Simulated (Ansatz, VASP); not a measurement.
Two plane-wave programs on Li2SiS3

Contents of INCAR:

```
SYSTEM = Li2SiS3
PREC = Accurate ; ENCUT = 600
EDIFF = 1E-6 ; ISMEAR = 0
SIGMA = 0.1 ; LREAL = .FALSE.
LASPH = .TRUE. ; NELM = 100
ALGO = Normal ; ISIF = 3
LWAVE = .FALSE. ; LCHARG = .FALSE.
GGA = PE ; IBRION = 2
NSW = 100 ; EDIFFG = -0.01
```

The input KPOINTS:

```
Automatic mesh
0
G
  12 12 10
  0 0 0
```

Contents of POSCAR:

```
Li2SiS3
1.0
    5.5960319423      0.0000000000      0.0000000000
   -2.7980159711      4.8463058224      0.0000000000
    0.0000000000      0.0000000000      3.8432045909
Li Si S
2 1 3
Direct
    0.3333333333      0.6666666667      0.0000000000
    0.6666666667      0.3333333333      0.0000000000
    0.0000000000      0.0000000000      0.5000000000
    0.5000000000      0.0000000000      0.5000000000
    0.0000000000      0.5000000000      0.5000000000
    0.5000000000      0.5000000000      0.5000000000
```

Input for Ansatz:

```yaml
crystal:
  lattice:
    - [5.5960319423, 0.0, 0.0]
    - [-2.7980159711, 4.8463058224, 0.0]
    - [0.0, 0.0, 3.8432045909]
  atoms:
    - { symbol: Li, position: [0.3333333333, 0.6666666667, 0.0] }
    - { symbol: Li, position: [0.6666666667, 0.3333333333, 0.0] }
    - { symbol: Si, position: [0.0, 0.0, 0.5] }
    - { symbol: S, position: [0.5, 0.0, 0.5] }
    - { symbol: S, position: [0.0, 0.5, 0.5] }
    - { symbol: S, position: [0.5, 0.5, 0.5] }
basis:
  ecutwfc: 420
kpoints:
  mp_grid: { grid: [12, 12, 10] }
hamiltonian:
  xc: pbe
scf:
  occupations: { method: gaussian, width: 0.1 }
output:
  forces: true
  stress: true
  eigenvalues: true
relax:
  adjacent_minimum: "off"
  f_tol: 0.01
  max_steps: 80
  cell: { stress_tol: 0.05 }
```

Alike in both runs: task relaxation of cell and atoms; functional PBE; k mesh 12 × 12 × 10; occupations gaussian, width 0.1 eV; no spin polarisation.

|  | VASP | Ansatz |
| --- | --- | --- |
| version | VASP 6.6.1 | Ansatz 0.2.0 |
| potentials or method | VASP PAW PBE potentials, release 64 (Li_sv, Si, S), cutoff 600 eV | scalar-relativistic, plane waves, PAW |
| valence electrons in the cell | 28 | 28 |

VASP gave:

```
gap on the k mesh at the Fermi level, each at its own relaxed structure (eV) : none
relaxed volume (Å³/atom)                                                     : 17.38
relaxed cell length with the largest relative difference (Å)                 : 5.605
```

Estimate Ansatz's values.

gap on the k mesh at the Fermi level, each at its own relaxed structure (eV): none; relaxed volume (Å³/atom): 17.40; relaxed cell length with the largest relative difference (Å): 5.607.

A gap of «none» marks a metal or a gap that the smearing closes.

Noted on VASP's run: the cutoff is short for stress, so the pressure is rough.
